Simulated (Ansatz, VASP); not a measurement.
# TiO2: VASP beside Ansatz

File INCAR:

```
SYSTEM = TiO2
PREC     = Accurate       ! precision mode
ENCUT    = 520            ! plane-wave cutoff, eV
EDIFF    = 1E-6           ! SCF threshold, eV
ISMEAR   = 0              ! smearing method
SIGMA    = 0.05           ! smearing width, eV
LREAL    = .False.        ! projectors in reciprocal space
LASPH    = .True.         ! aspherical terms in the spheres
NELM     = 100            ! most SCF steps
ALGO     = Normal         ! electronic algorithm
ISIF     = 2              ! what is computed and relaxed
LWAVE    = .False.        ! write WAVECAR
LCHARG   = .True.         ! write CHGCAR
GGA      = PE             ! functional
LELF     = .True.         ! ELF
LVHAR    = .True.       
NBANDS   = 60             ! bands
```

Contents of KPOINTS:

```
regular mesh
0
Gamma
  7 7 3
  0 0 0
```

Contents of POSCAR:

```
TiO2
1.0
   -3.7992225376      0.0000000000      0.0000000000
    0.0000000000     -3.7992225376      0.0000000000
    0.0000000000     -0.7598445075      9.6968968543
Ti O
4 8
Direct
    0.0000000000      0.8750000000      0.6250000000
    0.5000000000      0.4750000000      0.1250000000
    0.5000000000     -0.0750000000      0.3750000000
    0.0000000000      0.3250000000      0.8750000000
    0.0000000000     -0.1663013452      0.8315067260
    0.5000000000      0.4336986548      0.3315067260
    0.5000000000     -0.1163013452      0.5815067260
    0.0000000000      0.4836986548      0.0815067260
    0.5000000000     -0.0336986548      0.1684932740
    0.0000000000      0.3663013452      0.6684932740
    0.0000000000     -0.0836986548      0.4184932740
    0.5000000000      0.3163013452      0.9184932740
```

Input for Ansatz:

```yaml
crystal:
  lattice:
    - [-3.7992225376, 0.0, 0.0]
    - [0.0, -3.7992225376, 0.0]
    - [0.0, -0.7598445075, 9.6968968543]
  atoms:
    - { symbol: Ti, position: [0.0, 0.875, 0.625] }
    - { symbol: Ti, position: [0.5, 0.475, 0.125] }
    - { symbol: Ti, position: [0.5, -0.075, 0.375] }
    - { symbol: Ti, position: [0.0, 0.325, 0.875] }
    - { symbol: O, position: [0.0, -0.1663013452, 0.831506726] }
    - { symbol: O, position: [0.5, 0.4336986548, 0.331506726] }
    - { symbol: O, position: [0.5, -0.1163013452, 0.581506726] }
    - { symbol: O, position: [0.0, 0.4836986548, 0.081506726] }
    - { symbol: O, position: [0.5, -0.0336986548, 0.168493274] }
    - { symbol: O, position: [0.0, 0.3663013452, 0.668493274] }
    - { symbol: O, position: [0.0, -0.0836986548, 0.418493274] }
    - { symbol: O, position: [0.5, 0.3163013452, 0.918493274] }
basis:
  ecutwfc: 420
kpoints:
  mp_grid: { grid: [7, 7, 3] }
hamiltonian:
  xc: pbe
scf:
  occupations: { method: gaussian, width: 0.05 }
output:
  forces: true
  stress: true
  eigenvalues: true
```

Alike in both runs: task single point; functional PBE; k mesh 7 × 7 × 3; occupations gaussian, width 0.05 eV; no spin polarisation.

```csv
,VASP,Ansatz
version,VASP 6.6.1,Ansatz 0.2.0
potentials or method,"VASP PAW PBE potentials, release 64 (Ti_sv, O), cutoff 520 eV","scalar-relativistic, plane waves, PAW"
valence electrons in the cell,96,96
```

```csv
,VASP,Ansatz,Ansatz less VASP
gap on the k mesh at the Fermi level (eV),2.02,2.04,+0.023
least direct gap on the mesh (eV),2.26,2.28,+0.021
pressure (GPa),-1.4,-2.1,-0.66
"traceless stress, the component that is largest in VASP (GPa)",3.63,3.66,+0.036
rms of the force components (eV/Å),0.222,0.224,+0.0023
```

Atom by atom the forces differ by 0.010 eV/Å (rms over components).
